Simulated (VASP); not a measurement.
# Ti (Fm-3m) in VASP: further runs

Ti is run at these levels: PBEsol; tasks: single point, relaxation of volume and atoms at fixed shape.

Program: VASP 6.6.1. These are calculated values, not measurements. Logs are shortened: lines on timing, memory, paths and dates and some standing lists are left out, and cuts for length are marked.

## 1. The cell of the first run

It takes space group Fm-3m (No. 225, cubic). The conventional cell has a = 4.050 Å, b = 4.050 Å, c = 4.050 Å, α = 90.00°, β = 90.00°, γ = 90.00°. Ti (site symmetry m-3m) has 12 Ti at 2.86 Å within 3.8 Å.

This isn't the form of Ti at room conditions, which is hcp.

## 2. Single point, PBEsol

INCAR

```
SYSTEM = Ti
PREC = Accurate ; ENCUT = 500
EDIFF = 1E-6 ; ISMEAR = 1
SIGMA = 0.05 ; LREAL = .False.
LASPH = .True. ; NELM = 120
ALGO = Normal ; ISIF = 2
LWAVE = .False. ; LCHARG = .False.
GGA = PS ; NBANDS = 12
GGA_COMPAT = .False.
```

KPOINTS

```
regular mesh
0
Gamma
  11 11 11
  0 0 0
```

POSCAR

```
Ti
1.0
    0.0000000000      2.0252207444      2.0252207444
    2.0252207444      0.0000000000      2.0252207444
    2.0252207444      2.0252207444      0.0000000000
Ti
1
Direct
    0.0000000000      0.0000000000      0.0000000000
```

Potentials or basis: VASP PAW PBE potentials, release 64 (Ti_sv).

Launch:

```sh
$ cat potpaw_PBE.64/Ti_sv/POTCAR > POTCAR
$ mpirun -np 1 vasp_std > vasp.out
```

OUTCAR:

```text
SYSTEM = Ti
   PREC = Accurate
   ENCUT = 500
   EDIFF = 1E-6
   ISMEAR = 1
   LREAL = .False.
   LASPH = .True.
   NELM = 120
   ISIF = 2
   GGA = PS

 ion  position               nearest neighbor table
   1  0.000  0.000  0.000-

  LATTYP: Found a face centered cubic cell.
 ALAT       =     4.0504414888

  Lattice vectors:

 A1 = (   0.0000000000,   2.0252207444,   2.0252207444)
 A2 = (   2.0252207444,   0.0000000000,   2.0252207444)
 A3 = (   2.0252207444,   2.0252207444,   0.0000000000)

Analysis of symmetry for initial positions (statically):
=====================================================================
 Subroutine PRICEL returns:
 Original cell was already a primitive cell.

 Routine SETGRP: Setting up the symmetry group for a
 face centered cubic supercell.

 Subroutine GETGRP returns: Found 48 space group operations
 (whereof 48 operations were pure point group operations)
 out of a pool of 48 trial point group operations.

The static configuration has the point symmetry O_h .

Analysis of symmetry for dynamics (positions and initial velocities):
=====================================================================
 Subroutine PRICEL returns:
 Original cell was already a primitive cell.

 Routine SETGRP: Setting up the symmetry group for a
 face centered cubic supercell.

 Subroutine GETGRP returns: Found 48 space group operations
 (whereof 48 operations were pure point group operations)
 out of a pool of 48 trial point group operations.

The dynamic configuration has the point symmetry O_h .

 Subroutine INISYM returns: Found 48 space group operations
 (whereof 48 operations are pure point group operations),
 and found     1 'primitive' translations

----------------------------------------------------------------------------------------

                                     Primitive cell

  volume of cell :      16.6130

  direct lattice vectors                    reciprocal lattice vectors
     0.000000000  2.025220744  2.025220744    -0.246886667  0.246886667  0.246886667
     2.025220744  0.000000000  2.025220744     0.246886667 -0.246886667  0.246886667
     2.025220744  2.025220744  0.000000000     0.246886667  0.246886667 -0.246886667

  length of vectors
     2.864094644  2.864094644  2.864094644     0.427620251  0.427620251  0.427620251

  position of ions in fractional coordinates (direct lattice)
     0.000000000  0.000000000  0.000000000

  ion indices of the primitive-cell ions
   primitive index   ion index
                 1           1

----------------------------------------------------------------------------------------

 KPOINTS: regular mesh

Automatic generation of k-mesh.
 Grid dimensions read from file:
 generate k-points for:   11   11   11

 Generating k-lattice:

  Cartesian coordinates                     Fractional coordinates (reciprocal lattice)
    -0.022444242  0.022444242  0.022444242     0.090909091  0.000000000  0.000000000
     0.022444242 -0.022444242  0.022444242     0.000000000  0.090909091  0.000000000
     0.022444242  0.022444242 -0.022444242     0.000000000  0.000000000  0.090909091

  Length of vectors
     0.038874568  0.038874568  0.038874568

  Shift w.r.t. Gamma in fractional coordinates (k-lattice)
     0.000000000  0.000000000  0.000000000

 Subroutine IBZKPT returns following result:
 ===========================================

 Found     56 irreducible k-points:

 Following reciprocal coordinates:
            Coordinates               Weight
  0.000000  0.000000  0.000000      1.000000
  0.090909  0.000000  0.000000      8.000000
  0.181818  0.000000  0.000000      8.000000
  0.272727  0.000000  0.000000      8.000000
  0.363636  0.000000  0.000000      8.000000
  0.454545  0.000000  0.000000      8.000000
[... 16 lines left out ...]
 -0.272727  0.181818  0.000000     24.000000
 -0.181818  0.181818  0.000000     12.000000
 [... further k-points ...]
   k-points           NKPTS =     56   k-points in BZ     NKDIM =     56   number of bands    NBANDS=     12
   number of dos      NEDOS =    301   number of ions     NIONS =      1
   total plane-waves  NPLWV =  13824
   dimension x,y,z NGX =    24 NGY =   24 NGZ =   24
   dimension x,y,z NGXF=    48 NGYF=   48 NGZF=   48
   ions per type =               1
   NGX,Y,Z   is equivalent  to a cutoff of  13.93, 13.93, 13.93 a.u.
   NGXF,Y,Z  is equivalent  to a cutoff of  27.86, 27.86, 27.86 a.u.
 SYSTEM =  Ti
   PREC   = accura    normal or accurate (medium, high low for compatibility)
   ISTART =      0    job   : 0-new  1-cont  2-samecut
   ICHARG =      2    charge: 1-file 2-atom 10-const
   ISPIN  =      1    spin polarized calculation?
   LNONCOLLINEAR =      F non collinear calculations
   LSORBIT =      F    spin-orbit coupling
   LASPH  =      T    aspherical Exc in radial PAW
   ENCUT  =  500.0 eV  36.75 Ry    6.06 a.u.   5.22  5.22  5.22*2*pi/ulx,y,z
   NELM   =    120;   NELMIN=  2; NELMDL= -5     # of ELM steps
   EDIFF  = 0.1E-05   stopping-criterion for ELM
   LREAL  =      F    real-space projection
[... 7 lines left out ...]
   TEBEG  =    0.0;   TEEND  =   0.0 temperature during run
   PSTRESS=    0.0 pullay stress
   NELECT =      12.0000    total number of electrons
   NUPDOWN=      -1.0000    fix difference up-down
   EMIN   =  10.00;   EMAX   =-10.00  energy-range for DOS
   EFERMI =   0.00;   METHOD = LEGACY
   ISMEAR =     1;   SIGMA  =   0.05  broadening in eV -4-tet -1-fermi 0-gaus
   EFERMI_NEDOS =   21; number of points for ismear=-14 and -15
   IALGO  =     38    algorithm
   IMIX   =      4    mixing-type and parameters
     AMIX     =   0.40;   BMIX     =  1.00
     AMIX_MAG =   1.60;   BMIX_MAG =  1.00
  volume/ion in A,a.u.               =      16.61       112.11
  Fermi-wavevector in a.u.,A,eV,Ry     =   1.468880  2.775780 29.356031  2.157607
  Thomas-Fermi vector in A             =   2.584324
   LORBIT       =      0    0 simple, 1 ext, 2 COOP (PROOUT), +10 PAW based schemes
   GGA     = PS    functional components
   LHFCALC =     F    Hartree Fock is set to
   AEXX    =    0.0000 exact exchange contribution
   IVDW    =     0    specifies the selected vdW correction
   LEPSILON=     F    determine dielectric tensor
   LRPA    =     F    only Hartree local field effects (RPA)
 non-spin polarized calculation
 Methfessel and Paxton  Order N= 1 SIGMA  =   0.05
  energy-cutoff  :      500.00
  volume of cell :       16.61
 maximum number of plane-waves:       440
 NGX is ok and might be reduce to    24
   NGX = 11   NGY = 11   NGZ = 11

 number of electron      12.0000001 magnetization

 Free energy of the ion-electron system (eV)
  ---------------------------------------------------
  ext. energy  EPLUGINS =         0.00000000
  ---------------------------------------------------
  free energy    TOTEN  =        -8.28927181 eV

  energy without entropy =       -8.28976027  energy(sigma->0) =       -8.28943463

 E-fermi :   8.5556     XC(G=0): -11.8467

 val. band max:        8.5351963765   @ k =   0.1818   0.1818   0.0000
 cond. band min:       8.6022395992   @ k =   0.2727   0.0000   0.0000
 fundamental gap:      0.0670432227
 Fermi energy:         8.5555944375

 k-point     1 :       0.0000    0.0000    0.0000
  band No.  band energies     occupation
      1     -47.8044      2.00000
      2     -23.7035      2.00000
      3     -23.7035      2.00000
      4     -23.7035      2.00000
      5       2.3704      2.00000
      6       9.4937     -0.00000
      7       9.4937     -0.00000
      8       9.4937     -0.00000
      9      11.2214      0.00000
     10      11.2214      0.00000
     11      24.0908      0.00000
     12      28.7345      0.00000

 k-point     2 :       0.0909    0.0000    0.0000
  band No.  band energies     occupation
      1     -47.7927      2.00000
      2     -23.7683      2.00000
      3     -23.7115      2.00000
      4     -23.7115      2.00000
      5       2.6479      2.00000
      6       9.3225     -0.00000
      7       9.5921      0.00000
      8       9.5921      0.00000
      9      11.1591      0.00000
     10      11.1591      0.00000
     11      24.3192      0.00000
     12      26.9601      0.00000

 k-point     3 :       0.1818    0.0000    0.0000
  band No.  band energies     occupation
      1     -47.7612      2.00000
      2     -23.9396      2.00000
      3     -23.7328      2.00000
      4     -23.7328      2.00000
      5       3.4236      2.00000
      6       8.9294     -0.00000
      7       9.7650      0.00000
      8       9.7650      0.00000
      9      11.1179      0.00000
     10      11.1179      0.00000
     11      23.7879      0.00000
     12      25.2023      0.00000
[... 286 lines left out ...]
 k-point    23 :      -0.2727    0.1818    0.0000
  band No.  band energies     occupation
      1     -47.6702      2.00000
      2     -24.2668      2.00000
      3     -23.9497      2.00000
      4     -23.7858      2.00000
      5       5.9559      2.00000
      6       8.2609      2.00000
      7       8.9348     -0.00000
      8      10.1297      0.00000
      9      11.0993      0.00000
     10      13.0200      0.00000
     11      20.2363      0.00000
     12      22.4825      0.00000

 k-point    24 :      -0.1818    0.1818    0.0000
  band No.  band energies     occupation
      1     -47.7056      2.00000
      2     -24.1383      2.00000
      3     -23.8817      2.00000
      4     -23.7531      2.00000
      5       4.9235      2.00000
      6       8.3759      2.00000
      7       9.3978     -0.00000
      8      10.4006      0.00000
      9      10.4350      0.00000
     10      12.2479      0.00000
     11      22.4639      0.00000
     12      23.0263      0.00000

 [... further k-points ...]

------------------------ aborting loop because EDIFF is reached ----------------------------------------

  FORCE on cell =-STRESS in cart. coord.  units (eV):
  Direction    XX          YY          ZZ          XY          YZ          ZX
  --------------------------------------------------------------------------------------
  -------------------------------------------------------------------------------------
  Total       -0.0431878     -0.0431878     -0.0431878     -0.0000000      0.0000000      0.0000000
  in kB       -4.1650917     -4.1650917     -4.1650917     -0.0000000      0.0000000      0.0000000
  external PRESSURE =      -4.1650917 kB  Pullay stress =       0.0000000 kB

 VOLUME and BASIS-vectors are now :
 -----------------------------------------------------------------------------
  energy-cutoff  :      500.00
  volume of cell :       16.61
      direct lattice vectors                 reciprocal lattice vectors
     0.000000000  2.025220744  2.025220744    -0.246886667  0.246886667  0.246886667
     2.025220744  0.000000000  2.025220744     0.246886667 -0.246886667  0.246886667
     2.025220744  2.025220744  0.000000000     0.246886667  0.246886667 -0.246886667

 POSITION                                       TOTAL-FORCE (eV/Angst)
 -----------------------------------------------------------------------------------
      0.00000      0.00000      0.00000        -0.000000     -0.000000     -0.000000
 -----------------------------------------------------------------------------------
    total drift:                               -0.000000     -0.000000     -0.000000

  FREE ENERGIE OF THE ION-ELECTRON SYSTEM (eV)
  ---------------------------------------------------
  free  energy   TOTEN  =        -8.2892718054 eV

  energy  without entropy=       -8.2897602712  energy(sigma->0) =       -8.28943463
```

It took 7.5 s on 1 thread of AMD EPYC 9R45 (Zen 5), shared host; peak memory 0.11 GiB.

What came out:

```
Free energy            : -8.2893 eV
Pressure               : -0.4 GPa
Band gap on the k mesh : zero (bands 6 and 7 overlap by 1.20 eV)
```

Caveat: the PAW data sets were made with another functional, which shifts forces and pressure a little.

## 3. Relaxation of volume and atoms at fixed shape, PBEsol

This run uses another cell than the first one, of 16.73 Å³/atom.

INCAR

```
SYSTEM = Ti
ALGO = Normal
EDIFF = 1E-7
EDIFFG = -0.02
ENCUT = 500
GGA = PS
GGA_COMPAT = .False.
IBRION = 2
ISIF = 8
ISMEAR = 1
LASPH = .True.
LCHARG = .False.
LREAL = .False.
LWAVE = .False.
NELM = 120
NELMIN = 4
NSW = 80
PREC = Accurate
SIGMA = 0.05
```

KPOINTS

```
k-points
0
Gamma
  11 11 11
  0 0 0
```

POSCAR

```
Ti
1.0
    0.0000000000      2.0300000000      2.0300000000
    2.0300000000      0.0000000000      2.0300000000
    2.0300000000      2.0300000000      0.0000000000
Ti
1
Direct
    0.0000000000      0.0000000000      0.0000000000
```

Potentials or basis: VASP PAW PBE potentials, release 64 (Ti_sv).

Launch:

```sh
$ cat potpaw_PBE.64/Ti_sv/POTCAR > POTCAR
$ mpirun -np 1 vasp_std > vasp.out
```

Run time: 16 s. Hardware: 1 thread of AMD EPYC 9R45 (Zen 5), shared host; peak memory 0.12 GiB.

It converged, with:

```
Free energy                           : -8.2894 eV
Relaxed volume                        : 16.56 Å³/atom
Relaxed cell                          : a = 2.861 Å, b = 2.861 Å, c = 2.861 Å, α = 60.00°, β = 60.00°, γ = 60.00°
Space group after relaxing (to 0.1 Å) : Fm-3m (No. 225)
Energy gained by relaxing             : 0.7 meV/atom
Ionic steps                           : 3
Pressure after relaxing               : 0.0 GPa
Band gap on the k mesh                : zero (bands 6 and 7 overlap by 1.20 eV)
```

The path:
```tsv
step	energy change (eV)	largest force (eV/Å)	pressure (GPa)	volume (Å³)
1	0.0000	0.0000	-1.24	16.73
2	-0.0002	0.0000	1.02	16.42
3	-0.0007	0.0000	0.01	16.56
```

Final structure:
```xyz
1
Lattice="0.0000 2.0229 2.0229 2.0229 0.0000 2.0229 2.0229 2.0229 0.0000" Properties=species:S:1:pos:R:3 pbc="T T T"
Ti    0.0000    0.0000    0.0000
```

Levels at points of the mesh, in eV from the Fermi level:
```csv
k point,band 3,band 4,band 5,band 6,band 7,band 8,band 9,band 10
"(0.00, 0.00, 0.00)",-32.25,-32.25,-6.19,0.94,0.94,0.94,2.68,2.68
```

Caveat: the PAW data sets were made with another functional, which shifts forces and pressure a little.
